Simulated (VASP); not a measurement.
A run of VASP 6.6.1:

INCAR

```
SYSTEM = Co
PREC = Accurate ; ENCUT = 520
EDIFF = 1E-8 ; ISMEAR = -1
SIGMA = 0.05 ; LREAL = .False.
LASPH = .True. ; NELM = 150
ALGO = Normal ; ISIF = 2
LWAVE = .False. ; LCHARG = .False.
ISPIN = 2 ; MAGMOM = 2
LORBIT = 11 ; LMAXMIX = 4
GGA = PE ; LEFG = .True.
NBANDS = 14
```

The input KPOINTS:

```
regular mesh
0
Gamma
  18 18 18
  0 0 0
```

POSCAR

```
Co
1.0
    0.0000000000      1.7268776307      1.7268776307
    1.7268776307      0.0000000000      1.7268776307
    1.7268776307      1.7268776307      0.0000000000
Co
1
Direct
    0.0000000000      0.0000000000      0.0000000000
```

Potentials or basis: VASP PAW PBE potentials, release 64 (Co).

The run is started by

```bash
$ cat potpaw_PBE.64/Co/POTCAR > POTCAR
$ mpirun -np 1 vasp_std > vasp.out
```

Hardware: 1 thread of Intel Xeon 8259CL (shared host).

Task: How long does it take, and how much memory?

Result: Wall time 110 s on 1 thread of Intel Xeon 8259CL, with other jobs on the host, peak memory 0.16 GiB. Counts: scf iterations 15, k points 195.
